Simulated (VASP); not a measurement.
The system is Zr2B.

```xyz
6
Lattice="4.2452 0.0000 0.0000 0.0000 5.1812 0.0000 0.0000 0.0000 3.2345" Properties=species:S:1:pos:R:3 pbc="T T T"
Zr    0.8507    1.9621    0.0000
Zr    3.3945    3.2191    0.0000
Zr    2.9733    0.6285    1.6172
Zr    1.2719    4.5528    1.6172
B     0.0000    0.0000    0.0000
B     2.1226    2.5906    1.6172
```

| Quantity | Value |
| --- | --- |
| Program | VASP 6.6.1 |
| Task | relaxation of cell and atoms |
| Functional | r2SCAN |
| Potentials or basis | VASP PAW PBE potentials, release 64 (Zr_sv, B) |
| Cutoff | 600 eV |
| k mesh | 4 × 4 × 6 |
| Occupations | gaussian, width 0.1 eV |
| Spin | no spin polarisation |

At the start: pressure 110.7 GPa; volume 11.86 Å³/atom.

Task: How do energy, volume and symmetry change on relaxing?

Result: Over 21 steps the energy falls by 1791.1 meV/atom and the volume is 18.63 Å³/atom (+57.2 %); space group Pnnm (No. 58, to 0.1 Å) before and after.

The path:
| step | energy change (eV) | largest force (eV/Å) | pressure (GPa) | volume (Å³) |
| --- | --- | --- | --- | --- |
| 1 | 0.0000 | 4.3837 | 110.70 | 71.14 |
| 2 | -0.5246 | 0.9405 | -24.35 | 192.01 |
| 3 | -9.8077 | 0.8990 | -6.49 | 114.16 |
| 4 | -9.8587 | 0.8310 | -4.29 | 111.59 |
| 5 | -9.8725 | 0.7734 | -2.32 | 109.51 |
| 6 | -10.3707 | 0.4513 | 1.57 | 106.91 |
| 7 | -10.4873 | 0.2627 | 5.76 | 104.56 |
| 8 | -10.5265 | 0.3544 | -3.31 | 112.54 |
| 9 | -10.6032 | 0.2768 | 0.44 | 108.97 |
| 10 | -10.6434 | 0.2944 | -0.34 | 109.84 |
| 11 | -10.6582 | 0.3568 | -0.96 | 110.59 |
| 12 | -10.6596 | 0.3848 | -1.19 | 110.88 |
| 13 | -10.6839 | 0.2403 | 0.74 | 109.70 |
| 14 | -10.6854 | 0.1942 | 1.40 | 109.31 |
| 15 | -10.7091 | 0.1715 | 0.72 | 110.37 |
| 16 | -10.7196 | 0.2821 | -0.11 | 111.62 |
| 17 | -10.7326 | 0.1831 | -0.41 | 111.99 |
| 18 | -10.7378 | 0.0828 | -0.73 | 112.38 |
| 19 | -10.7424 | 0.0092 | 0.98 | 111.03 |
| 20 | -10.7432 | 0.0293 | 0.49 | 111.40 |
| 21 | -10.7465 | 0.0115 | 0.10 | 111.81 |

Final structure:
```yaml
crystal:
  lattice:
    - [5.62537, 0.00000, 0.00000]
    - [0.00000, 5.69968, 0.00000]
    - [0.00000, 0.00000, 3.48711]
  atoms:
    - { symbol: Zr, position: [0.25717, 0.33673, 0.00000] }
    - { symbol: Zr, position: [0.74283, 0.66327, 0.00000] }
    - { symbol: Zr, position: [0.75717, 0.16327, 0.50000] }
    - { symbol: Zr, position: [0.24283, 0.83673, 0.50000] }
    - { symbol: B, position: [0.00000, 0.00000, 0.00000] }
    - { symbol: B, position: [0.50000, 0.50000, 0.50000] }
```

Caveat: the k points lie up to 0.30 Å⁻¹ apart in the final cell, too coarse for converged energies and pressures of a metal; the volume moved by over 15 % at a fixed basis, so the end points are rough; the PAW data sets were made with another functional, which shifts forces and pressure a little.
